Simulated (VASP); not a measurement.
The system is Cs7BiPb7Br24 (a cell with a defect).

```
Cs Bi Pb Br
1.0
    11.76333    0.00000    0.00000
     0.00000   11.76333    0.00000
     0.00000    0.00000   11.76333
Cs Bi Pb Br
7 1 7 24
Direct
  0.99509 0.97916 0.50982
  0.98846 0.51641 0.01177
  0.98153 0.50290 0.50300
  0.53856 0.00283 0.97078
  0.51562 0.99460 0.49609
  0.49471 0.50671 0.00241
  0.48301 0.51520 0.50186
  0.25084 0.25228 0.25204
  0.24972 0.25110 0.75106
  0.24804 0.75372 0.24954
  0.24973 0.75081 0.75117
  0.74926 0.24874 0.24925
  0.75440 0.25236 0.74915
  0.74726 0.75010 0.24931
  0.75143 0.74740 0.75065
  0.29129 0.23906 0.01296
  0.23029 0.28541 0.49490
  0.27936 0.74702 0.00198
  0.23425 0.72410 0.49958
  0.71827 0.27711 0.00093
  0.78258 0.22612 0.49825
  0.72701 0.71854 0.00058
  0.76242 0.76889 0.49996
  0.01082 0.25940 0.23565
  0.00377 0.30969 0.76212
  0.99901 0.73370 0.25242
  0.00043 0.70005 0.75227
  0.49456 0.26185 0.28576
  0.50233 0.21051 0.72946
  0.49668 0.73679 0.27712
  0.50037 0.78683 0.73383
  0.25425 0.01184 0.28652
  0.22775 0.00304 0.71030
  0.25047 0.49549 0.22971
  0.30135 0.49937 0.75878
  0.71362 0.00128 0.23941
  0.77687 0.99946 0.75797
  0.75066 0.49818 0.27517
  0.70673 0.49895 0.72038
```

Base run:

- Program: VASP 6.6.1
- Functional: PBEsol
- Potentials or basis: VASP PAW PBE potentials, release 64 (Cs_sv, Bi_d, Pb_d, Br)
- Cutoff: 400 eV
- k mesh: 1 × 1 × 1, shifted
- Occupations: fermi-dirac, width 0.05 eV
- Spin: no spin polarisation

Its results: band gap on the k mesh 2.51 eV; pressure -0.7 GPa; largest force 0.039 eV/Å.

Question: The run is repeated on the same cell with these changes: functional from PBEsol to r2SCAN; cutoff from 400 eV to 440 eV. What comes out?

Answer: Band gap on the k mesh 2.86 eV; pressure 0.1 GPa; largest force 0.088 eV/Å.

Caveats: the PAW data sets were made with another functional, which shifts forces and pressure a little; spin-orbit coupling is left out, which moves the levels of the heavy elements.

A k mesh can miss the band edges.
